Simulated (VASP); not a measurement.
Here is a VASP 6.6.1 calculation.

The input INCAR:

```
SYSTEM = Ag
PREC = Accurate
ENCUT = 520
EDIFF = 1E-6
ISMEAR = -1
SIGMA = 0.05
LREAL = .False.
LASPH = .True.
NELM = 60
ALGO = Normal
ISIF = 2
LWAVE = .False.
LCHARG = .False.
GGA = RE
NBANDS = 12
```

File KPOINTS:

```
Automatic mesh
0
Gamma
  11 11 11
  0 0 0
```

File POSCAR:

```
Ag
1.0
   -1.6685428427      1.6685428427      1.6685428427
    1.6685428427     -1.6685428427      1.6685428427
    1.6685428427      1.6685428427     -1.6685428427
Ag
1
Direct
    0.0000000000      0.0000000000      0.0000000000
```

Potentials or basis: VASP PAW PBE potentials, release 64 (Ag).

Launch:

```sh
$ cat potpaw_PBE.64/Ag/POTCAR > POTCAR
$ mpirun -np 1 vasp_std > vasp.out
```

Q: Estimate the pressure.

A: -0.1 GPa.

Caveat: the PAW data sets were made with another functional, which shifts forces and pressure a little.
